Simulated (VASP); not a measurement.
Wanted: the native input for a VASP 6.6.1 run.

```yaml
Task: single point
Functional: PBE
Potentials_or_basis: VASP PAW PBE potentials, release 64 (Ag)
Cutoff: 520 eV
k_mesh: 8 × 8 × 4
Occupations: gaussian, width 0.05 eV
Spin: no spin polarisation
Dipole_correction: no
Further_INCAR_settings: ALGO = Normal; EDIFF = 1e-07; NBANDS = 18
```

The structure of Ag lies in POSCAR:

```
Ag
1.0
    2.9530682744      0.0000000000      0.0000000000
   -1.4765341372      2.5574321447      0.0000000000
    0.0000000000      0.0000000000      4.7592285506
Ag
2
Direct
    0.3333333333      0.6666666667      0.7500000000
    0.6666666667      0.3333333333      0.2500000000
```

These files were run (other wordings do the same):

INCAR

```
PREC = Accurate
ENCUT = 520
EDIFF = 1E-7
ISMEAR = 0
SIGMA = 0.05
LREAL = F
LASPH = T
NELM = 100
ALGO = Normal
ISIF = 2
LWAVE = F
LCHARG = F
GGA = PE
NBANDS = 18
```

KPOINTS

```
Automatic mesh
0
Gamma
  8 8 4
```

Potentials or basis: VASP PAW PBE potentials, release 64 (Ag).

The run is started by

```console
$ cat potpaw_PBE.64/Ag/POTCAR > POTCAR
$ mpirun -np 1 vasp_std > vasp.out
```

Results of the run:

```
Pressure               : -0.1 GPa
Band gap on the k mesh : zero (band 11 reaches 10.76 eV, above the bottom of band 12 at 4.36 eV)
```

Wall time 8.1 s on 1 thread of Intel(R) Xeon(R) Platinum 8488C (Sapphire Rapids) (shared host), peak memory 0.15 GiB.
